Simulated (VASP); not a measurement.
Runs of VASP 6.6.1 on AlCu3. The structure is that of space group Pm-3m (No. 221), or close to it. The cells are those of the table. 

| task | cell | cutoff (eV) | smearing | gap on the mesh (eV) | pressure (GPa) |
| --- | --- | --- | --- | --- | --- |
| relaxation of cell and atoms | relaxed from a = 3.637 Å, 4 atoms | 600 | gaussian 0.1 eV | none | 0.1 |
| single point | a = 3.632 Å, 4 atoms | 520 | fermi-dirac 0.15 eV | none | 0.5 |
| single point | a = 3.608 Å, 4 atoms | 520 | fermi-dirac 0.15 eV | none | (a) |
| relaxation of cell and atoms | relaxed to 30 GPa from a = 3.460 Å, 4 atoms | 600 | gaussian 0.1 eV | none | 30.0 |

Alike in all rows: level PBEsol; potentials or basis VASP PAW PBE potentials, release 64 (Al, Cu); no spin polarisation; k mesh 12 × 12 × 12.

Task: Fill in the values left out.

Result: (a) 3.7.

Caveats: the PAW data sets were made with another functional, which shifts forces and pressure a little; the cell stands under pressure (at least some runs); the cell is relaxed towards a set pressure, so the run minimises the enthalpy, not the energy (at least some runs).

A gap of «none» marks levels without a gap at the run's occupations.
